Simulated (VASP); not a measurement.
# SnTe in VASP: further runs, part 2 of 2

VASP 6.6.1. The steps go on from the part before.

## Step 4: Single point, PBE

This run uses another cell than the first one, of 33.60 Å³/atom.

Input file INCAR:

```
SYSTEM = SnTe
ALGO     = Normal         ! electronic algorithm
EDIFF    = 1E-6           ! SCF threshold, eV
ENCUT    = 520            ! plane-wave cutoff, eV
GGA      = PE             ! functional
ISIF     = 2              ! what is computed and relaxed
ISMEAR   = 0              ! smearing method
LASPH    = .True.         ! aspherical terms in the spheres
LCHARG   = .False.        ! write CHGCAR
LREAL    = .False.        ! projectors in reciprocal space
LWAVE    = .False.        ! write WAVECAR
NBANDS   = 28             ! bands
NELM     = 80             ! most SCF steps
PREC     = Accurate       ! precision mode
SIGMA    = 0.1            ! smearing width, eV
```

Input file KPOINTS:

```
k-points
0
Gamma
  12 12 6
  0 0 0
```

Input file POSCAR:

```
SnTe
1.0
    4.4440255200      0.0000000000      0.0000000000
   -2.2220127600      3.8486389954      0.0000000000
    0.0000000000      0.0000000000      7.8577991307
Sn Te
2 2
Direct
    0.0000000000      0.0000000000      0.0000000000
    0.0000000000      0.0000000000      0.5000000000
    0.3333333333      0.6666666667      0.2500000000
    0.6666666667      0.3333333333      0.7500000000
```

Potentials or basis: VASP PAW PBE potentials, release 64 (Sn_d, Te).

Run with:

```
> cat potpaw_PBE.64/Sn_d/POTCAR potpaw_PBE.64/Te/POTCAR > POTCAR
> mpirun -np 1 vasp_std > vasp.out
```

OUTCAR:

```text
SYSTEM = SnTe
   EDIFF = 1E-6
   ENCUT = 520
   GGA = PE
   ISIF = 2
   ISMEAR = 0
   LASPH = .True.
   LREAL = .False.
   NELM = 80
   PREC = Accurate

 ion  position               nearest neighbor table
   1  0.000  0.000  0.000-   3 3.23   4 3.23   4 3.23   3 3.23   4 3.23   3 3.23
   2  0.000  0.000  0.500-   3 3.23   4 3.23   4 3.23   3 3.23   4 3.23   3 3.23
   3  0.333  0.667  0.250-   1 3.23   2 3.23   1 3.23   2 3.23   1 3.23   2 3.23
   4  0.667  0.333  0.750-   1 3.23   2 3.23   1 3.23   2 3.23   1 3.23   2 3.23

  LATTYP: Found a hexagonal cell.
 ALAT       =     4.4440255200
 C/A-ratio  =     1.7681714687

  Lattice vectors:

 A1 = (   4.4440255200,   0.0000000000,   0.0000000000)
 A2 = (  -2.2220127600,   3.8486389954,   0.0000000000)
 A3 = (   0.0000000000,   0.0000000000,   7.8577991307)

Analysis of symmetry for initial positions (statically):
=====================================================================
 Subroutine PRICEL returns:
 Original cell was already a primitive cell.

 Routine SETGRP: Setting up the symmetry group for a
 hexagonal supercell.

 Subroutine GETGRP returns: Found 24 space group operations
 (whereof 12 operations were pure point group operations)
 out of a pool of 24 trial point group operations.

The static configuration has the point symmetry D_3d.
 The point group associated with its full space group is D_6h.

Analysis of symmetry for dynamics (positions and initial velocities):
=====================================================================
 Subroutine PRICEL returns:
 Original cell was already a primitive cell.

 Routine SETGRP: Setting up the symmetry group for a
 hexagonal supercell.

 Subroutine GETGRP returns: Found 24 space group operations
 (whereof 12 operations were pure point group operations)
 out of a pool of 24 trial point group operations.
[... 122 lines left out ...]
   EFERMI_NEDOS =   21; number of points for ismear=-14 and -15
   IALGO  =     38    algorithm
   IMIX   =      4    mixing-type and parameters
     AMIX     =   0.40;   BMIX     =  1.00
     AMIX_MAG =   1.60;   BMIX_MAG =  1.00
  volume/ion in A,a.u.               =      33.60       226.74
  Fermi-wavevector in a.u.,A,eV,Ry     =   1.093033  2.065533 16.255168  1.194721
  Thomas-Fermi vector in A             =   2.229310
   LORBIT       =      0    0 simple, 1 ext, 2 COOP (PROOUT), +10 PAW based schemes
   GGA     = PE    functional components
   LHFCALC =     F    Hartree Fock is set to
   AEXX    =    0.0000 exact exchange contribution
   IVDW    =     0    specifies the selected vdW correction
   LEPSILON=     F    determine dielectric tensor
   LRPA    =     F    only Hartree local field effects (RPA)
 non-spin polarized calculation
 Gauss-broadening in eV      SIGMA  =   0.10
  energy-cutoff  :      520.00
  volume of cell :      134.40
 maximum number of plane-waves:      3647
 NGX is ok and might be reduce to    36
   NGX = 17   NGY = 17   NGZ = 29

 number of electron      40.0000005 magnetization

 Free energy of the ion-electron system (eV)
  ---------------------------------------------------
  ext. energy  EPLUGINS =         0.00000000
  ---------------------------------------------------
  free energy    TOTEN  =       -14.92552582 eV

  energy without entropy =      -14.92338491  energy(sigma->0) =      -14.92445536

 E-fermi :   6.1806     XC(G=0):  -9.1647

 val. band max:        6.1278649782   @ k =   0.4167  -0.0000   0.0000
 cond. band min:       6.2635778210   @ k =   0.3333   0.2500   0.5000
 fundamental gap:      0.1357128428
 Fermi energy:         6.1805604643

 k-point     1 :       0.0000    0.0000    0.0000
  band No.  band energies     occupation
      1     -15.7945      2.00000
      2     -15.7901      2.00000
      3     -15.7901      2.00000
      4     -15.7869      2.00000
      5     -15.7869      2.00000
      6     -15.7810      2.00000
[... 733 lines left out ...]
     27      10.7403      0.00000
     28      12.1842      0.00000

 [... further k-points ...]

------------------------ aborting loop because EDIFF is reached ----------------------------------------

  FORCE on cell =-STRESS in cart. coord.  units (eV):
  Direction    XX          YY          ZZ          XY          YZ          ZX
  --------------------------------------------------------------------------------------
  -------------------------------------------------------------------------------------
  Total       -0.0643267     -0.0643267     -0.0197209      0.0000000      0.0000000     -0.0000000
  in kB       -0.7668616     -0.7668616     -0.2351002      0.0000000      0.0000000     -0.0000000
  external PRESSURE =      -0.5896078 kB  Pullay stress =       0.0000000 kB

 VOLUME and BASIS-vectors are now :
 -----------------------------------------------------------------------------
  energy-cutoff  :      520.00
  volume of cell :      134.40
      direct lattice vectors                 reciprocal lattice vectors
     4.444025520  0.000000000  0.000000000     0.225021210  0.129916056  0.000000000
    -2.222012760  3.848638995  0.000000000     0.000000000  0.259832112  0.000000000
     0.000000000  0.000000000  7.857799131     0.000000000  0.000000000  0.127262098

 POSITION                                       TOTAL-FORCE (eV/Angst)
 -----------------------------------------------------------------------------------
      0.00000      0.00000      0.00000         0.000000      0.000000      0.000000
      0.00000      0.00000      3.92890         0.000000      0.000000      0.000000
     -0.00000      2.56576      1.96445         0.000000      0.000000     -0.000000
      2.22201      1.28288      5.89335        -0.000000      0.000000      0.000000
 -----------------------------------------------------------------------------------
    total drift:                               -0.000000      0.000000      0.000000

  FREE ENERGIE OF THE ION-ELECTRON SYSTEM (eV)
  ---------------------------------------------------
  free  energy   TOTEN  =       -14.9255258167 eV

  energy  without entropy=      -14.9233849100  energy(sigma->0) =      -14.92445536
```

It took 5 min on 1 thread of Intel Xeon Platinum 8375C at 2.90GHz (Ice Lake), shared host; peak memory 0.41 GiB.

What came out:

| Property | Result |
| --- | --- |
| Free energy | -14.9255 eV |
| Pressure | -0.1 GPa |
| Band gap on the k mesh | zero (bands 20 and 21 overlap by 0.58 eV) |

Caveat: semilocal functionals underestimate gaps, so a narrow gap can read as zero; spin-orbit coupling is left out, which moves the levels of the heavy elements.

## Step 5: Summary

| task | cell | k mesh | cutoff (eV) | gap on the mesh (eV) | pressure (GPa) |
| --- | --- | --- | --- | --- | --- |
| relaxation of cell and atoms | relaxed from a = 4.451, b = 4.451, c = 7.748 Å, angles 90.0, 90.0, 120.0°, 4 atoms | 12 × 12 × 6 | 600 | none | 0.0 |
| single point | a = 4.461, b = 4.461, c = 7.748 Å, angles 90.0, 90.0, 120.3°, 4 atoms | 4 × 4 × 4 | 520 | none | 0.0 |
| single point | a = 4.444, b = 4.444, c = 7.858 Å, angles 90.0, 90.0, 120.0°, 4 atoms | 12 × 12 × 6 | 520 | none | -0.1 |

Alike in all rows: level PBE; potentials or basis VASP PAW PBE potentials, release 64 (Sn_d, Te); no spin polarisation; smearing gaussian 0.1 eV.

Caveats: some runs use coarse meshes; semilocal functionals underestimate gaps, so a narrow gap can read as zero; spin-orbit coupling is left out, which moves the levels of the heavy elements.

Total energies depend on the potentials used, so only differences within one code and one set of settings carry meaning.
